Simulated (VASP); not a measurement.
Cr, 1 atom in the cell. It takes space group Im-3m (No. 229, cubic). The conventional cell has a = 2.809 Å, b = 2.809 Å, c = 2.809 Å, α = 90.00°, β = 90.00°, γ = 90.00°. Within 3.2 Å of Cr (site symmetry m-3m) lie 14 Cr at 2.43 to 2.81 Å. 

| Item | Value |
| --- | --- |
| Program | VASP 6.6.1 |
| Task | single point |
| Functional | revPBE |
| Dispersion | D3(BJ) |
| Potentials or basis | VASP PAW PBE potentials, release 64 (Cr_pv) |
| Cutoff | 520 eV |
| k mesh | 12 × 12 × 12 |
| Occupations | fermi-dirac, width 0.05 eV |
| Spin | collinear spin, ferromagnetic start |
| Starting moments | [3.0] μB |
| Dipole correction | no |
| Further INCAR settings | ALGO = Normal; EDIFF = 1e-06; NBANDS = 16 |

Potentials or basis: VASP PAW PBE potentials, release 64 (Cr_pv).

Command:

```sh
$ cat potpaw_PBE.64/Cr_pv/POTCAR > POTCAR
$ mpirun -np 1 vasp_std > vasp.out
```

Hardware: 1 thread of Intel Xeon 8259CL, on a shared host.

**Question.** How long does it take, and how much memory?

**Answer.** Run time: 41 s on 1 thread of Intel Xeon 8259CL (shared host), peak memory 0.15 GiB. Counts: scf iterations 14, k points 72.
